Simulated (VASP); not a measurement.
# GaN in VASP: further runs, part 2 of 2

VASP 6.6.1. The steps go on from the part before.

**4. Single point, PBE (uniaxial strain along a: +4.0 %, then relaxed in part)**

INCAR

```
SYSTEM = GaN
ALGO = Normal
EDIFF = 1E-6
ENCUT = 520
GGA = PE
ISIF = 2
ISMEAR = 0
LASPH = .TRUE.
LCHARG = .FALSE.
LREAL = .FALSE.
LWAVE = .FALSE.
NBANDS = 26
NELM = 80
PREC = Accurate
SIGMA = 0.02
```

KPOINTS

```
k-points
0
G
  12 12 6
  0 0 0
```

POSCAR

```
GaN
1.0
    3.3471048572      0.0023050387      0.0000000000
   -1.6716521787      2.7519093412      0.0000000000
    0.0000000000      0.0000000000      5.2096059077
Ga N
2 2
Direct
    0.6676867772      0.3352779980      0.4976768572
    0.3323132228      0.6647220020      0.9976768572
    0.6719970629      0.3436132594      0.8773231428
    0.3280029371      0.6563867406      0.3773231428
```

Potentials or basis: VASP PAW PBE potentials, release 64 (Ga_d, N).

On the command line:

```
> cat potpaw_PBE.64/Ga_d/POTCAR potpaw_PBE.64/N/POTCAR > POTCAR
> mpirun -np 1 vasp_std > vasp.out
```

OUTCAR:

```text
SYSTEM = GaN
   EDIFF = 1E-6
   ENCUT = 520
   GGA = PE
   ISIF = 2
   ISMEAR = 0
   LASPH = .TRUE.
   LREAL = .FALSE.
   NELM = 80
   PREC = Accurate

 ion  position               nearest neighbor table
   1  0.668  0.335  0.498-   4 1.97   3 1.98   4 1.99   4 1.99
   2  0.332  0.665  0.998-   3 1.97   4 1.98   3 1.99   3 1.99
   3  0.672  0.344  0.877-   2 1.97   1 1.98   2 1.99   2 1.99
   4  0.328  0.656  0.377-   1 1.97   2 1.98   1 1.99   1 1.99

  Warning from LATTYP: Monoclinic adjustment (A1->A3, A2->A1, A3->A2)!
  Warning from LATTYP: Got some problem with cell dimensions!
  Tried to take original basis but could not verify dimensions!
  LATTYP: Found a simple monoclinic cell.
 ALAT       =     3.2198487587
 B/A-ratio  =     1.6179660283
 C/A-ratio  =     1.0012248434
 COS(beta)  =    -0.4603580775

  Lattice vectors:

 A1 = (  -1.6716521787,   2.7519093412,   0.0000000000)
 A2 = (   0.0000000000,   0.0000000000,  -5.2096059077)
 A3 = (  -1.6754526785,  -2.7542143799,   0.0000000000)

Analysis of symmetry for initial positions (statically):
=====================================================================
 Subroutine PRICEL returns:
 Original cell was already a primitive cell.

 Routine SETGRP: Setting up the symmetry group for a
 simple monoclinic supercell.

 Subroutine GETGRP returns: Found  2 space group operations
 (whereof  1 operations were pure point group operations)
 out of a pool of  4 trial point group operations.

The static configuration has the point symmetry C_1 .
 The point group associated with its full space group is C_2 .

Analysis of symmetry for dynamics (positions and initial velocities):
=====================================================================
 Subroutine PRICEL returns:
 Original cell was already a primitive cell.

 Routine SETGRP: Setting up the symmetry group for a
 simple monoclinic supercell.

 Subroutine GETGRP returns: Found  2 space group operations
 (whereof  1 operations were pure point group operations)
 out of a pool of  4 trial point group operations.

The dynamic configuration has the point symmetry C_1 .
 The point group associated with its full space group is C_2 .

 Subroutine INISYM returns: Found  2 space group operations
 (whereof  1 operations are pure point group operations),
 and found     1 'primitive' translations

----------------------------------------------------------------------------------------

                                     Primitive cell

  volume of cell :      48.0054

  direct lattice vectors                    reciprocal lattice vectors
     3.347104857  0.002305039  0.000000000     0.298640732  0.181409839  0.000000000
    -1.671652179  2.751909341  0.000000000    -0.000250146  0.363232112  0.000000000
     0.000000000  0.000000000  5.209605908     0.000000000  0.000000000  0.191953099

  length of vectors
     3.347105651  3.219848759  5.209605908     0.349422117  0.363232199  0.191953099

  position of ions in fractional coordinates (direct lattice)
     0.667686777  0.335277998  0.497676857
     0.332313223  0.664722002  0.997676857
     0.671997063  0.343613259  0.877323143
     0.328002937  0.656386741  0.377323143

  ion indices of the primitive-cell ions
   primitive index   ion index
[... 28 lines left out ...]

 Found    296 irreducible k-points:

 Following reciprocal coordinates:
            Coordinates               Weight
  0.000000  0.000000  0.000000      1.000000
  0.083333 -0.000000  0.000000      2.000000
  0.166667 -0.000000  0.000000      2.000000
  0.250000 -0.000000  0.000000      2.000000
  0.333333  0.000000  0.000000      2.000000
  0.416667 -0.000000  0.000000      2.000000
[... 16 lines left out ...]
  0.250000  0.166667  0.000000      2.000000
  0.333333  0.166667  0.000000      2.000000
 [... further k-points ...]
   k-points           NKPTS =    296   k-points in BZ     NKDIM =    296   number of bands    NBANDS=     26
   number of dos      NEDOS =    301   number of ions     NIONS =      4
   total plane-waves  NPLWV =  26880
   dimension x,y,z NGX =    28 NGY =   24 NGZ =   40
   dimension x,y,z NGXF=    56 NGYF=   48 NGZF=   80
   ions per type =               2   2
   NGX,Y,Z   is equivalent  to a cutoff of  13.91, 12.39, 12.76 a.u.
   NGXF,Y,Z  is equivalent  to a cutoff of  27.81, 24.78, 25.53 a.u.
 SYSTEM =  GaN
   PREC   = accura    normal or accurate (medium, high low for compatibility)
   ISTART =      0    job   : 0-new  1-cont  2-samecut
   ICHARG =      2    charge: 1-file 2-atom 10-const
   ISPIN  =      1    spin polarized calculation?
   LNONCOLLINEAR =      F non collinear calculations
   LSORBIT =      F    spin-orbit coupling
   LASPH  =      T    aspherical Exc in radial PAW
   ENCUT  =  520.0 eV  38.22 Ry    6.18 a.u.   6.22  5.99  9.69*2*pi/ulx,y,z
   NELM   =     80;   NELMIN=  2; NELMDL= -5     # of ELM steps
   EDIFF  = 0.1E-05   stopping-criterion for ELM
   LREAL  =      F    real-space projection
   EDIFFG = 0.1E-04   stopping-criterion for IOM
   NSW    =      0    number of steps for IOM
   IBRION =     -1    ionic relax: 0-MD 1-quasi-New 2-CG
   NFREE  =      0    steps in history (QN), initial steepest desc. (CG)
   ISIF   =      2    stress and relaxation
   ISYM   =      2    0-nonsym 1-usesym 2-fastsym
   POTIM  = 0.5000    time-step for ionic-motion
   TEBEG  =    0.0;   TEEND  =   0.0 temperature during run
   PSTRESS=    0.0 pullay stress
   NELECT =      36.0000    total number of electrons
   NUPDOWN=      -1.0000    fix difference up-down
   EMIN   =  10.00;   EMAX   =-10.00  energy-range for DOS
   EFERMI =   0.00;   METHOD = LEGACY
   ISMEAR =     0;   SIGMA  =   0.02  broadening in eV -4-tet -1-fermi 0-gaus
   EFERMI_NEDOS =   21; number of points for ismear=-14 and -15
   IALGO  =     38    algorithm
   IMIX   =      4    mixing-type and parameters
     AMIX     =   0.40;   BMIX     =  1.00
     AMIX_MAG =   1.60;   BMIX_MAG =  1.00
  volume/ion in A,a.u.               =      12.00        80.99
  Fermi-wavevector in a.u.,A,eV,Ry     =   1.487347  2.810679 30.098829  2.212202
  Thomas-Fermi vector in A             =   2.600519
   LORBIT       =      0    0 simple, 1 ext, 2 COOP (PROOUT), +10 PAW based schemes
   GGA     = PE    functional components
   LHFCALC =     F    Hartree Fock is set to
   AEXX    =    0.0000 exact exchange contribution
   IVDW    =     0    specifies the selected vdW correction
   LEPSILON=     F    determine dielectric tensor
   LRPA    =     F    only Hartree local field effects (RPA)
 non-spin polarized calculation
 Gauss-broadening in eV      SIGMA  =   0.02
  energy-cutoff  :      520.00
  volume of cell :       48.01
 maximum number of plane-waves:      1312
 NGX is ok and might be reduce to    28

 number of electron      35.9999994 magnetization

 Free energy of the ion-electron system (eV)
  ---------------------------------------------------
  ext. energy  EPLUGINS =         0.00000000
  ---------------------------------------------------
  free energy    TOTEN  =       -24.26824510 eV

  energy without entropy =      -24.26824510  energy(sigma->0) =      -24.26824510

 E-fermi :   5.0550     XC(G=0): -11.4083

 val. band max:        4.8870181197   @ k =   0.0000   0.0000   0.0000
 cond. band min:       6.3728098321   @ k =   0.0000   0.0000   0.0000
 fundamental gap:      1.4857917125
 Fermi energy:         5.0549553649

 k-point     1 :       0.0000    0.0000    0.0000
  band No.  band energies     occupation
      1     -10.7687      2.00000
      2     -10.0131      2.00000
      3      -8.6201      2.00000
      4      -8.6184      2.00000
      5      -8.5891      2.00000
      6      -8.5652      2.00000
[... 685 lines left out ...]
     25      15.5077      0.00000
     26      18.2035      0.00000

 [... further k-points ...]

------------------------ aborting loop because EDIFF is reached ----------------------------------------

  FORCE on cell =-STRESS in cart. coord.  units (eV):
  Direction    XX          YY          ZZ          XY          YZ          ZX
  --------------------------------------------------------------------------------------
  -------------------------------------------------------------------------------------
  Total       -3.0062075      0.0236841      0.0596571     -0.0468807      0.0000000      0.0000000
  in kB     -100.3320248      0.7904570      1.9910531     -1.5646414      0.0000000      0.0000000
  external PRESSURE =     -32.5168382 kB  Pullay stress =       0.0000000 kB

 VOLUME and BASIS-vectors are now :
 -----------------------------------------------------------------------------
  energy-cutoff  :      520.00
  volume of cell :       48.01
      direct lattice vectors                 reciprocal lattice vectors
     3.347104857  0.002305039  0.000000000     0.298640732  0.181409839  0.000000000
    -1.671652179  2.751909341  0.000000000    -0.000250146  0.363232112  0.000000000
     0.000000000  0.000000000  5.209605908     0.000000000  0.000000000  0.191953099

 POSITION                                       TOTAL-FORCE (eV/Angst)
 -----------------------------------------------------------------------------------
      1.67435      0.92419      2.59270         0.000194     -0.001619      0.001155
      0.00110      1.83002      5.19750        -0.000194      0.001619      0.001155
      1.67484      0.94714      4.57051        -0.000030     -0.000947     -0.001155
      0.00061      1.80707      1.96570         0.000030      0.000947     -0.001155
 -----------------------------------------------------------------------------------
    total drift:                                0.000000      0.000001     -0.001203

  FREE ENERGIE OF THE ION-ELECTRON SYSTEM (eV)
  ---------------------------------------------------
  free  energy   TOTEN  =       -24.2682450955 eV

  energy  without entropy=      -24.2682450955  energy(sigma->0) =      -24.26824510
```

stdout:

```text
POSCAR found type information on POSCAR GaN
 POSCAR found :  2 types and       4 ions
 scaLAPACK will be used
 LDA part: xc-table for (Slater+PW92), standard interpolation
 POSCAR, INCAR and KPOINTS ok, starting setup
 FFT: planning ... GRIDC
 FFT: planning ... GRID_SOFT
 FFT: planning ... GRID
 WAVECAR not read
 entering main loop
```

Wall time 2.5 min (1 thread of Intel Xeon 6975P-C (Granite Rapids), shared host); peak memory 0.4 GiB.

Results:

```
Free energy            : -24.2682 eV
Pressure               : -3.3 GPa
Band gap on the k mesh : 1.49 eV
```

Levels at points of the mesh, in eV from the valence-band top:
```csv
k point,band 14,band 15,band 16,band 17,band 18,band 19,band 20,band 21,band 22,band 23
"(0.00, 0.00, 0.00)",-1.33,-0.97,-0.24,-0.06,0.00,1.49,3.58,8.96,9.03,9.79
"(0.50, 0.00, 0.00)",-5.24,-4.09,-2.55,-2.16,-0.89,5.00,5.36,6.05,7.99,9.84
"(0.00, 0.50, 0.00)",-5.00,-3.96,-3.08,-2.01,-1.29,4.11,4.71,5.91,8.39,9.55
"(0.50, 0.50, 0.00)",-5.23,-4.08,-2.57,-2.16,-0.90,4.97,5.34,6.05,8.00,9.84
"(0.00, 0.00, 0.50)",-3.74,-0.81,-0.81,-0.49,-0.49,3.74,3.74,8.15,8.15,9.63
"(0.50, 0.00, 0.50)",-6.51,-1.82,-1.82,-1.76,-1.76,4.27,4.27,7.48,7.48,9.51
"(0.00, 0.50, 0.50)",-6.27,-2.27,-2.27,-1.78,-1.78,4.00,4.00,7.23,7.23,9.68
"(0.50, 0.50, 0.50)",-6.51,-1.82,-1.82,-1.76,-1.76,4.27,4.27,7.47,7.47,9.51
```

Caveat: the cell differs from its parent crystal (uniaxial strain along a: +4.0 %, then relaxed in part); the stress differs along the axes, from -10 to 0 GPa.

**5. Single point, PBE (uniaxial strain along a: +4.0 %)**

INCAR

```
SYSTEM = GaN
  PREC = Accurate
  ENCUT = 520
  EDIFF = 1E-6
  ISMEAR = 0
  SIGMA = 0.02
  LREAL = .FALSE.
  LASPH = .TRUE.
  NELM = 60
  ALGO = Normal
  ISIF = 2
  LWAVE = .FALSE.
  LCHARG = .FALSE.
  GGA = PE
  NBANDS = 26
```

KPOINTS

```
regular mesh
0
G
  12 12 6
  0 0 0
```

POSCAR

```
GaN
1.0
    3.3471056509      0.0000000000      0.0000000000
   -1.6735528254      2.7593189784      0.0000000000
    0.0000000000      0.0000000000      5.1907367509
Ga N
2 2
Direct
    0.6672545315      0.3344584269      0.4983744754
    0.3327454685      0.6655415731      0.9983744754
    0.6693178477      0.3384344998      0.8766255246
    0.3306821523      0.6615655002      0.3766255246
```

On the command line:

```
> cat potpaw_PBE.64/Ga_d/POTCAR potpaw_PBE.64/N/POTCAR > POTCAR
> mpirun -np 1 vasp_std > vasp.out
```

Wall time 2.7 min (1 thread of Intel Xeon 6975P-C (Granite Rapids), shared host); peak memory 0.4 GiB.

The run converged. Its results:

```yaml
Free_energy: -24.2636 eV
Pressure: -2.8 GPa
Largest_force: 0.204 eV/Å
Band_gap_on_the_k_mesh: 1.52 eV
```

Forces in eV/Å, atoms in the order of the input:
```
Ga  -0.003  0.134 -0.112
Ga   0.003 -0.134 -0.112
N   -0.004  0.171  0.112
N    0.004 -0.171  0.112
```

Stress tensor (GPa, compression positive):
```
-10.85   0.02   0.00
  0.02   0.28   0.00
  0.00   0.00   2.03
```

Levels at points of the mesh, in eV from the valence-band top:
```
           k point  band 14  band 15  band 16  band 17  band 18  band 19  band 20  band 21  band 22  band 23
(0.00, 0.00, 0.00)    -1.28    -1.02    -0.20    -0.05     0.00     1.52     3.59     9.00     9.03     9.78
(0.50, 0.00, 0.00)    -5.14    -4.12    -2.58    -2.14    -0.87     4.97     5.36     6.04     8.03    10.02
(0.50, 0.50, 0.00)    -5.14    -4.12    -2.58    -2.14    -0.87     4.97     5.36     6.03     8.03    10.02
(0.00, 0.50, 0.00)    -5.04    -3.94    -3.05    -2.09    -1.22     4.14     4.80     6.06     8.43     9.54
(0.00, 0.00, 0.50)    -3.72    -0.76    -0.76    -0.52    -0.52     3.76     3.76     8.23     8.23     9.57
(0.50, 0.00, 0.50)    -6.47    -1.82    -1.82    -1.75    -1.75     4.31     4.31     7.49     7.49     9.56
(0.50, 0.50, 0.50)    -6.47    -1.82    -1.82    -1.75    -1.75     4.32     4.32     7.49     7.49     9.56
(0.00, 0.50, 0.50)    -6.30    -2.22    -2.22    -1.75    -1.75     4.00     4.00     7.34     7.34     9.70
```

Caveat: the cell differs from its parent crystal (uniaxial strain along a: +4.0 %); the stress differs along the axes, from -11 to 2 GPa.

**6. Single point, PBE**

This run uses another cell than the first one: it holds 16 atoms, not 48.

INCAR

```
PREC = Accurate
ENCUT = 520
EDIFF = 1E-7
ISMEAR = 0
SIGMA = 0.01
LREAL = Auto
LASPH = True
NELM = 80
ALGO = Normal
ISIF = 2
LWAVE = False
LCHARG = False
GGA = PE
NBANDS = 86
```

KPOINTS

```
Automatic mesh
0
Gamma
  4 4 4
```

POSCAR

```
GaN
1.0
    0.0000000000      0.0000000000     -5.2431684262
    6.4367416346      0.0000000001      0.0000000000
   -3.2183708173     -5.5743817732      0.0000000000
Ga N
8 8
Direct
    0.5008651352      0.1666666667      0.3333333333
    0.5008651352      0.6666666667      0.3333333333
    0.5008651352      0.1666666667      0.8333333333
    0.5008651352      0.6666666667      0.8333333333
    0.0008651352      0.8333333333      0.1666666667
    0.0008651352      0.3333333333      0.1666666667
    0.0008651352      0.8333333333      0.6666666667
    0.0008651352      0.3333333333      0.6666666667
    0.1241348648      0.1666666667      0.3333333333
    0.1241348648      0.6666666667      0.3333333333
    0.1241348648      0.1666666667      0.8333333333
    0.1241348648      0.6666666667      0.8333333333
    0.6241348648      0.8333333333      0.1666666667
    0.6241348648      0.3333333333      0.1666666667
    0.6241348648      0.8333333333      0.6666666667
    0.6241348648      0.3333333333      0.6666666667
```

Potentials or basis: VASP PAW PBE potentials, release 64 (Ga_d, N).

On the command line:

```
> cat potpaw_PBE.64/Ga_d/POTCAR potpaw_PBE.64/N/POTCAR > POTCAR
> mpirun -np 1 vasp_std > vasp.out
```

It took 5.9 min on 1 thread of Intel Xeon Platinum 8488C (Sapphire Rapids), shared host; peak memory 0.35 GiB.

It converged, with:

```yaml
Free_energy: -97.3144 eV
Pressure: 0.1 GPa
Band_gap_on_the_k_mesh: 1.72 eV
```

Levels at points of the mesh, in eV from the valence-band top:
```
           k point  band 69  band 70  band 71  band 72  band 73  band 74  band 75  band 76
(0.00, 0.00, 0.00)    -0.96    -0.04     0.00     0.00     1.72     4.07     4.98     4.98
(0.50, 0.00, 0.00)    -0.51    -0.51    -0.51    -0.51     4.06     4.06     4.31     4.31
(0.00, 0.50, 0.00)    -0.68    -0.68    -0.48    -0.48     4.11     4.11     5.75     5.75
(0.50, 0.50, 0.00)    -1.24    -1.24    -1.24    -1.24     5.10     5.10     5.10     5.10
```

**7. Summary**

```tsv
cell	k mesh	smearing	gap on the mesh (eV)	pressure (GPa)
a = 8.302 Å, angles 84.4°, 48 atoms, atomic positions A	2 × 2 × 2	gaussian 0.01 eV	1.72	0.1
a = 3.283, b = 3.219, c = 5.227 Å, angles 90.0, 90.0, 120.6°, 4 atoms, atomic positions B	12 × 12 × 6	gaussian 0.02 eV	1.60	-1.6
a = 3.347, b = 3.220, c = 5.210 Å, angles 90.0, 90.0, 121.2°, 4 atoms, atomic positions C	12 × 12 × 6	gaussian 0.02 eV	1.49	-3.3
a = 3.347, b = 3.227, c = 5.191 Å, angles 90.0, 90.0, 121.2°, 4 atoms, atomic positions B	12 × 12 × 6	gaussian 0.02 eV	1.52	-2.8
a = 5.243, b = 6.437, c = 6.437 Å, angles 120.0, 90.0, 90.0°, 16 atoms, atomic positions D	4 × 4 × 4	gaussian 0.01 eV	1.72	0.1
```

Alike in all rows: task single point; level PBE; potentials or basis VASP PAW PBE potentials, release 64 (Ga_d, N); no spin polarisation; cutoff (eV) 520.

Caveats: the stress differs along the axes, from -5 to 0 GPa (at least some runs); the stress differs along the axes, from -10 to 0 GPa (at least some runs); the stress differs along the axes, from -11 to 2 GPa (at least some runs).

Total energies depend on the potentials used, so only differences within one code and one set of settings carry meaning.
